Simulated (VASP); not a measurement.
# AlRu (Pm-3m) in VASP: further runs

AlRu is run at these levels: PBE, PBE+D3(BJ); tasks: single point.

Everything below comes from runs of VASP 6.6.1. Logs are shortened: lines on timing, memory, paths and dates and some standing lists are left out, and cuts for length are marked.

**1. The cell of the first run**

Symmetry: Pm-3m, No. 221, cubic system. The conventional cell has a = 2.942 Å, b = 2.942 Å, c = 2.942 Å, α = 90.00°, β = 90.00°, γ = 90.00°. Within 3.4 Å of Al (site symmetry m-3m) lie 8 Ru at 2.55 Å and 6 Al at 2.94 Å. Ru (site symmetry m-3m) has 8 Al at 2.55 Å and 6 Ru at 2.94 Å within 3.4 Å.

**2. Single point, PBE**

Contents of INCAR:

```
SYSTEM = AlRu
PREC = Accurate
ENCUT = 520
EDIFF = 1E-6
ISMEAR = -1
SIGMA = 0.15
LREAL = .False.
LASPH = .True.
NELM = 80
ALGO = Fast
ISIF = 2
LWAVE = .False.
LCHARG = .False.
GGA = PE
NBANDS = 16
```

Contents of KPOINTS:

```
regular mesh
0
Gamma
  14 14 14
  0 0 0
```

Contents of POSCAR:

```
AlRu
1.0
    2.9421547989      0.0000000000      0.0000000000
    0.0000000000      2.9421547989      0.0000000000
    0.0000000000      0.0000000000      2.9421547989
Al Ru
1 1
Direct
    0.0000000000      0.0000000000      0.0000000000
    0.5000000000      0.5000000000      0.5000000000
```

Potentials or basis: VASP PAW PBE potentials, release 64 (Al, Ru_pv).

On the command line:

```bash
$ cat potpaw_PBE.64/Al/POTCAR potpaw_PBE.64/Ru_pv/POTCAR > POTCAR
$ mpirun -np 1 vasp_std > vasp.out
```

OUTCAR:

```text
SYSTEM = AlRu
   PREC = Accurate
   ENCUT = 520
   EDIFF = 1E-6
   ISMEAR = -1
   LREAL = .False.
   LASPH = .True.
   NELM = 80
   ISIF = 2
   GGA = PE

 ion  position               nearest neighbor table
   1  0.000  0.000  0.000-   2 2.55   2 2.55   2 2.55   2 2.55   2 2.55   2 2.55   2 2.55   2 2.55

   2  0.500  0.500  0.500-   1 2.55   1 2.55   1 2.55   1 2.55   1 2.55   1 2.55   1 2.55   1 2.55

  LATTYP: Found a simple cubic cell.
 ALAT       =     2.9421547989

  Lattice vectors:

 A1 = (   2.9421547989,   0.0000000000,   0.0000000000)
 A2 = (   0.0000000000,   2.9421547989,   0.0000000000)
 A3 = (   0.0000000000,   0.0000000000,   2.9421547989)

Analysis of symmetry for initial positions (statically):
=====================================================================
 Subroutine PRICEL returns:
 Original cell was already a primitive cell.

 Routine SETGRP: Setting up the symmetry group for a
 simple cubic supercell.

 Subroutine GETGRP returns: Found 48 space group operations
 (whereof 48 operations were pure point group operations)
 out of a pool of 48 trial point group operations.

The static configuration has the point symmetry O_h .

Analysis of symmetry for dynamics (positions and initial velocities):
=====================================================================
 Subroutine PRICEL returns:
 Original cell was already a primitive cell.

 Routine SETGRP: Setting up the symmetry group for a
 simple cubic supercell.

 Subroutine GETGRP returns: Found 48 space group operations
 (whereof 48 operations were pure point group operations)
 out of a pool of 48 trial point group operations.

The dynamic configuration has the point symmetry O_h .

 Subroutine INISYM returns: Found 48 space group operations
 (whereof 48 operations are pure point group operations),
 and found     1 'primitive' translations

----------------------------------------------------------------------------------------

                                     Primitive cell

  volume of cell :      25.4681

  direct lattice vectors                    reciprocal lattice vectors
     2.942154799  0.000000000  0.000000000     0.339886943  0.000000000  0.000000000
     0.000000000  2.942154799  0.000000000     0.000000000  0.339886943  0.000000000
     0.000000000  0.000000000  2.942154799     0.000000000  0.000000000  0.339886943

  length of vectors
     2.942154799  2.942154799  2.942154799     0.339886943  0.339886943  0.339886943

  position of ions in fractional coordinates (direct lattice)
[... 79 lines left out ...]
   EDIFF  = 0.1E-05   stopping-criterion for ELM
   LREAL  =      F    real-space projection
   EDIFFG = 0.1E-04   stopping-criterion for IOM
   NSW    =      0    number of steps for IOM
   IBRION =     -1    ionic relax: 0-MD 1-quasi-New 2-CG
   NFREE  =      0    steps in history (QN), initial steepest desc. (CG)
   ISIF   =      2    stress and relaxation
   ISYM   =      2    0-nonsym 1-usesym 2-fastsym
   POTIM  = 0.5000    time-step for ionic-motion
   TEBEG  =    0.0;   TEEND  =   0.0 temperature during run
   PSTRESS=    0.0 pullay stress
   NELECT =      17.0000    total number of electrons
   NUPDOWN=      -1.0000    fix difference up-down
   EMIN   =  10.00;   EMAX   =-10.00  energy-range for DOS
   EFERMI =   0.00;   METHOD = LEGACY
   ISMEAR =    -1;   SIGMA  =   0.15  broadening in eV -4-tet -1-fermi 0-gaus
   EFERMI_NEDOS =   21; number of points for ismear=-14 and -15
   IALGO  =     68    algorithm
   IMIX   =      4    mixing-type and parameters
     AMIX     =   0.40;   BMIX     =  1.00
     AMIX_MAG =   1.60;   BMIX_MAG =  1.00
  volume/ion in A,a.u.               =      12.73        85.93
  Fermi-wavevector in a.u.,A,eV,Ry     =   1.430734  2.703696 27.851130  2.047000
  Thomas-Fermi vector in A             =   2.550547
   LORBIT       =      0    0 simple, 1 ext, 2 COOP (PROOUT), +10 PAW based schemes
   GGA     = PE    functional components
   LHFCALC =     F    Hartree Fock is set to
   AEXX    =    0.0000 exact exchange contribution
   IVDW    =     0    specifies the selected vdW correction
   LEPSILON=     F    determine dielectric tensor
   LRPA    =     F    only Hartree local field effects (RPA)
 non-spin polarized calculation
 RMM-DIIS sequential band-by-band and
  energy-cutoff  :      520.00
  volume of cell :       25.47
 maximum number of plane-waves:       715
 NGX is ok and might be reduce to    24
   NGX = 11   NGY = 11   NGZ = 11

 number of electron      17.0000001 magnetization

 Free energy of the ion-electron system (eV)
  ---------------------------------------------------
  ext. energy  EPLUGINS =         0.00000000
  ---------------------------------------------------
  free energy    TOTEN  =       -14.24097838 eV

  energy without entropy =      -14.13280481  energy(sigma->0) =      -14.18689159

 E-fermi :  11.4724     XC(G=0): -12.8247

 val. band max:       11.4522125437   @ k =   0.3571   0.1429   0.0000
 cond. band min:      11.4802056466   @ k =   0.0714   0.0714   0.0000
 fundamental gap:      0.0279931028
 Fermi energy:        11.4724313608

 k-point     1 :       0.0000    0.0000    0.0000
  band No.  band energies     occupation
      1     -30.3382      2.00000
      2     -30.3382      2.00000
      3     -30.3382      2.00000
      4       1.4691      2.00000
      5       7.5943      2.00000
      6       7.5943      2.00000
[... 433 lines left out ...]
      3     -30.3121      2.00000
      4       4.4172      2.00000
      5       7.3066      2.00000
      6       8.7179      2.00000
[... 8 lines left out ...]
     15      24.5104      0.00000
     16      26.2270      0.00000

 [... further k-points ...]

------------------------ aborting loop because EDIFF is reached ----------------------------------------

  FORCE on cell =-STRESS in cart. coord.  units (eV):
  Direction    XX          YY          ZZ          XY          YZ          ZX
  --------------------------------------------------------------------------------------
  -------------------------------------------------------------------------------------
  Total        2.3758940      2.3758940      2.3758940     -0.0000000      0.0000000     -0.0000000
  in kB      149.4655438    149.4655438    149.4655438     -0.0000000      0.0000000     -0.0000000
  external PRESSURE =     149.4655438 kB  Pullay stress =       0.0000000 kB

 VOLUME and BASIS-vectors are now :
 -----------------------------------------------------------------------------
  energy-cutoff  :      520.00
  volume of cell :       25.47
      direct lattice vectors                 reciprocal lattice vectors
     2.942154799  0.000000000  0.000000000     0.339886943  0.000000000  0.000000000
     0.000000000  2.942154799  0.000000000     0.000000000  0.339886943  0.000000000
     0.000000000  0.000000000  2.942154799     0.000000000  0.000000000  0.339886943

 POSITION                                       TOTAL-FORCE (eV/Angst)
 -----------------------------------------------------------------------------------
      0.00000      0.00000      0.00000         0.000000      0.000000      0.000000
      1.47108      1.47108      1.47108         0.000000      0.000000      0.000000
 -----------------------------------------------------------------------------------
    total drift:                                0.000000     -0.000000     -0.000000

  FREE ENERGIE OF THE ION-ELECTRON SYSTEM (eV)
  ---------------------------------------------------
  free  energy   TOTEN  =       -14.2409783780 eV

  energy  without entropy=      -14.1328048078  energy(sigma->0) =      -14.18689159
```

Run time: 18 s. Hardware: 1 thread of Intel Xeon 6975P-C (Granite Rapids), shared host; peak memory 0.17 GiB.

What came out:

* Free energy: -14.2410 eV
* Pressure: 14.9 GPa

**3. Single point, PBE+D3(BJ)**

This run uses another cell than the first one, of 13.23 Å³/atom, 1.039 times its volume.

Contents of INCAR:

```
SYSTEM = AlRu
PREC = Accurate
ENCUT = 520
EDIFF = 1E-7
ISMEAR = 0
SIGMA = 0.1
LREAL = .False.
LASPH = .True.
NELM = 100
ALGO = Normal
ISIF = 2
LWAVE = .False.
LCHARG = .False.
GGA = PE
IVDW = 12
NBANDS = 16
```

Contents of KPOINTS:

```
Automatic mesh
0
Gamma
  14 14 14
  0 0 0
```

Contents of POSCAR:

```
AlRu
1.0
    2.9795224429      0.0000000000      0.0000000000
    0.0000000000      2.9795224429      0.0000000000
    0.0000000000      0.0000000000      2.9795224429
Al Ru
1 1
Direct
    0.0000000000      0.0000000000      0.0000000000
    0.5000000000      0.5000000000      0.5000000000
```

Potentials or basis: VASP PAW PBE potentials, release 64 (Al, Ru_pv).

On the command line:

```bash
$ cat potpaw_PBE.64/Al/POTCAR potpaw_PBE.64/Ru_pv/POTCAR > POTCAR
$ mpirun -np 1 vasp_std > vasp.out
```

OUTCAR:

```text
SYSTEM = AlRu
   PREC = Accurate
   ENCUT = 520
   EDIFF = 1E-7
   ISMEAR = 0
   LREAL = .False.
   LASPH = .True.
   NELM = 100
   ISIF = 2
   GGA = PE
   IVDW = 12
 IVDW          = 12

 ion  position               nearest neighbor table
   1  0.000  0.000  0.000-   2 2.58   2 2.58   2 2.58   2 2.58   2 2.58   2 2.58   2 2.58   2 2.58

   2  0.500  0.500  0.500-   1 2.58   1 2.58   1 2.58   1 2.58   1 2.58   1 2.58   1 2.58   1 2.58

  LATTYP: Found a simple cubic cell.
 ALAT       =     2.9795224429

  Lattice vectors:

 A1 = (   2.9795224429,   0.0000000000,   0.0000000000)
 A2 = (   0.0000000000,   2.9795224429,   0.0000000000)
 A3 = (   0.0000000000,   0.0000000000,   2.9795224429)

Analysis of symmetry for initial positions (statically):
=====================================================================
 Subroutine PRICEL returns:
 Original cell was already a primitive cell.

 Routine SETGRP: Setting up the symmetry group for a
 simple cubic supercell.

 Subroutine GETGRP returns: Found 48 space group operations
 (whereof 48 operations were pure point group operations)
 out of a pool of 48 trial point group operations.

The static configuration has the point symmetry O_h .

Analysis of symmetry for dynamics (positions and initial velocities):
=====================================================================
 Subroutine PRICEL returns:
 Original cell was already a primitive cell.

 Routine SETGRP: Setting up the symmetry group for a
 simple cubic supercell.

 Subroutine GETGRP returns: Found 48 space group operations
 (whereof 48 operations were pure point group operations)
 out of a pool of 48 trial point group operations.

The dynamic configuration has the point symmetry O_h .

 Subroutine INISYM returns: Found 48 space group operations
 (whereof 48 operations are pure point group operations),
 and found     1 'primitive' translations

----------------------------------------------------------------------------------------

                                     Primitive cell

  volume of cell :      26.4509

  direct lattice vectors                    reciprocal lattice vectors
     2.979522443  0.000000000  0.000000000     0.335624255  0.000000000  0.000000000
     0.000000000  2.979522443  0.000000000     0.000000000  0.335624255  0.000000000
     0.000000000  0.000000000  2.979522443     0.000000000  0.000000000  0.335624255

  length of vectors
     2.979522443  2.979522443  2.979522443     0.335624255  0.335624255  0.335624255

  position of ions in fractional coordinates (direct lattice)
     0.000000000  0.000000000  0.000000000
     0.500000000  0.500000000  0.500000000

  ion indices of the primitive-cell ions
   primitive index   ion index
                 1           1
                 2           2

----------------------------------------------------------------------------------------

 KPOINTS: Automatic mesh

Automatic generation of k-mesh.
 Grid dimensions read from file:
 generate k-points for:   14   14   14

 Generating k-lattice:

  Cartesian coordinates                     Fractional coordinates (reciprocal lattice)
     0.023973161  0.000000000  0.000000000     0.071428571  0.000000000  0.000000000
     0.000000000  0.023973161  0.000000000     0.000000000  0.071428571  0.000000000
     0.000000000  0.000000000  0.023973161     0.000000000  0.000000000  0.071428571

  Length of vectors
     0.023973161  0.023973161  0.023973161

  Shift w.r.t. Gamma in fractional coordinates (k-lattice)
     0.000000000  0.000000000  0.000000000

 Subroutine IBZKPT returns following result:
 ===========================================

 Found    120 irreducible k-points:

 Following reciprocal coordinates:
            Coordinates               Weight
  0.000000  0.000000  0.000000      1.000000
  0.071429  0.000000  0.000000      6.000000
  0.142857  0.000000  0.000000      6.000000
  0.214286  0.000000  0.000000      6.000000
  0.285714  0.000000  0.000000      6.000000
  0.357143  0.000000  0.000000      6.000000
[... 16 lines left out ...]
  0.285714  0.214286  0.000000     24.000000
  0.357143  0.214286  0.000000     24.000000
 [... further k-points ...]
   k-points           NKPTS =    120   k-points in BZ     NKDIM =    120   number of bands    NBANDS=     16
   number of dos      NEDOS =    301   number of ions     NIONS =      2
   total plane-waves  NPLWV =  13824
   dimension x,y,z NGX =    24 NGY =   24 NGZ =   24
   dimension x,y,z NGXF=    48 NGYF=   48 NGZF=   48
   ions per type =               1   1
   NGX,Y,Z   is equivalent  to a cutoff of  13.39, 13.39, 13.39 a.u.
   NGXF,Y,Z  is equivalent  to a cutoff of  26.78, 26.78, 26.78 a.u.
 SYSTEM =  AlRu
   PREC   = accura    normal or accurate (medium, high low for compatibility)
   ISTART =      0    job   : 0-new  1-cont  2-samecut
   ICHARG =      2    charge: 1-file 2-atom 10-const
   ISPIN  =      1    spin polarized calculation?
   LNONCOLLINEAR =      F non collinear calculations
   LSORBIT =      F    spin-orbit coupling
   LASPH  =      T    aspherical Exc in radial PAW
   ENCUT  =  520.0 eV  38.22 Ry    6.18 a.u.   5.54  5.54  5.54*2*pi/ulx,y,z
   NELM   =    100;   NELMIN=  2; NELMDL= -5     # of ELM steps
   EDIFF  = 0.1E-06   stopping-criterion for ELM
   LREAL  =      F    real-space projection
   EDIFFG = 0.1E-05   stopping-criterion for IOM
   NSW    =      0    number of steps for IOM
   IBRION =     -1    ionic relax: 0-MD 1-quasi-New 2-CG
   NFREE  =      0    steps in history (QN), initial steepest desc. (CG)
   ISIF   =      2    stress and relaxation
   ISYM   =      2    0-nonsym 1-usesym 2-fastsym
   POTIM  = 0.5000    time-step for ionic-motion
   TEBEG  =    0.0;   TEEND  =   0.0 temperature during run
   PSTRESS=    0.0 pullay stress
   NELECT =      17.0000    total number of electrons
   NUPDOWN=      -1.0000    fix difference up-down
   EMIN   =  10.00;   EMAX   =-10.00  energy-range for DOS
   EFERMI =   0.00;   METHOD = LEGACY
   ISMEAR =     0;   SIGMA  =   0.10  broadening in eV -4-tet -1-fermi 0-gaus
   EFERMI_NEDOS =   21; number of points for ismear=-14 and -15
   IALGO  =     38    algorithm
   IMIX   =      4    mixing-type and parameters
     AMIX     =   0.40;   BMIX     =  1.00
     AMIX_MAG =   1.60;   BMIX_MAG =  1.00
  volume/ion in A,a.u.               =      13.23        89.25
  Fermi-wavevector in a.u.,A,eV,Ry     =   1.412791  2.669787 27.156921  1.995977
  Thomas-Fermi vector in A             =   2.534503
   LORBIT       =      0    0 simple, 1 ext, 2 COOP (PROOUT), +10 PAW based schemes
   GGA     = PE    functional components
   LHFCALC =     F    Hartree Fock is set to
   AEXX    =    0.0000 exact exchange contribution
   IVDW    =    12    specifies the selected vdW correction
   LEPSILON=     F    determine dielectric tensor
   LRPA    =     F    only Hartree local field effects (RPA)
 non-spin polarized calculation
 Gauss-broadening in eV      SIGMA  =   0.10
  energy-cutoff  :      520.00
  volume of cell :       26.45
 maximum number of plane-waves:       739
 NGX is ok and might be reduce to    24
   NGX = 11   NGY = 11   NGZ = 11

 number of electron      16.9999996 magnetization

 Free energy of the ion-electron system (eV)
  ---------------------------------------------------
  ext. energy  EPLUGINS =         0.00000000
  ---------------------------------------------------
  free energy    TOTEN  =       -14.24743093 eV

  energy without entropy =      -14.23791917  energy(sigma->0) =      -14.24267505

 E-fermi :  10.8867     XC(G=0): -12.6284

 val. band max:       10.8771009486   @ k =   0.5000   0.2857   0.1429
 cond. band min:      10.8885375024   @ k =   0.1429   0.0714   0.0714
 fundamental gap:      0.0114365538
 Fermi energy:        10.8867298604

 k-point     1 :       0.0000    0.0000    0.0000
  band No.  band energies     occupation
      1     -30.8792      2.00000
      2     -30.8792      2.00000
      3     -30.8792      2.00000
      4       1.1430      2.00000
      5       7.2588      2.00000
      6       7.2588      2.00000
[... 8 lines left out ...]
     15      23.0128      0.00000
     16      26.2307      0.00000
[... 419 lines left out ...]
 k-point    24 :       0.3571    0.2143    0.0000
  band No.  band energies     occupation
      1     -31.0471      2.00000
      2     -30.9468      2.00000
      3     -30.8567      2.00000
      4       4.0162      2.00000
      5       6.9158      2.00000
      6       8.3039      2.00000
[... 8 lines left out ...]
     15      23.5617      0.00000
     16      25.3508      0.00000

 [... further k-points ...]

------------------------ aborting loop because EDIFF is reached ----------------------------------------

 Edisp (eV)   -1.04301

 E8    (eV) :    -0.4723

  FORCE on cell =-STRESS in cart. coord.  units (eV):
  Direction    XX          YY          ZZ          XY          YZ          ZX
  --------------------------------------------------------------------------------------
  -------------------------------------------------------------------------------------
  Total      -0.22251    -0.22251    -0.22251    -0.00000    -0.00000     0.00000
  in kB     -13.47768   -13.47768   -13.47768    -0.00000    -0.00000     0.00000
  external pressure =      -13.48 kB  Pullay stress =        0.00 kB

 VOLUME and BASIS-vectors are now :
 -----------------------------------------------------------------------------
  energy-cutoff  :      520.00
  volume of cell :       26.45
      direct lattice vectors                 reciprocal lattice vectors
     2.979522443  0.000000000  0.000000000     0.335624255  0.000000000  0.000000000
     0.000000000  2.979522443  0.000000000     0.000000000  0.335624255  0.000000000
     0.000000000  0.000000000  2.979522443     0.000000000  0.000000000  0.335624255

 POSITION                                       TOTAL-FORCE (eV/Angst)
 -----------------------------------------------------------------------------------
      0.00000      0.00000      0.00000         0.000000      0.000000      0.000000
      1.48976      1.48976      1.48976         0.000000      0.000000      0.000000
 -----------------------------------------------------------------------------------
    total drift:                                0.000000     -0.000000     -0.000000

  FREE ENERGIE OF THE ION-ELECTRON SYSTEM (eV)
  ---------------------------------------------------
  free  energy   TOTEN  =       -15.2904421778 eV

  energy  without entropy=      -15.2809304204  energy(sigma->0) =      -15.28568630
```

It took 13 s on 1 thread of Intel Xeon 6975P-C (Granite Rapids), shared host; peak memory 0.18 GiB.

What came out:

| Quantity | Value |
| --- | --- |
| Free energy | -15.2904 eV |
| Pressure | -1.3 GPa |
| Dispersion energy per atom | -0.522 eV |

Levels at points of the mesh, in eV from the Fermi level:
```tsv
k point	band 6	band 7	band 8	band 9	band 10	band 11	band 12	band 13
(0.00, 0.00, 0.00)	-3.63	0.19	0.19	0.19	6.14	6.14	6.14	11.05
(0.50, 0.00, 0.00)	-2.81	-1.63	-1.63	0.44	2.34	7.44	11.10	11.10
(0.50, 0.50, 0.00)	-1.37	-1.37	-1.19	-1.19	1.57	5.40	6.36	10.69
(0.50, 0.50, 0.50)	-4.70	1.67	1.67	2.65	4.17	4.17	4.17	8.65
```

Caveat: three body term missing; pairwise dispersion overbinds metals, which lowers pressure and volume.
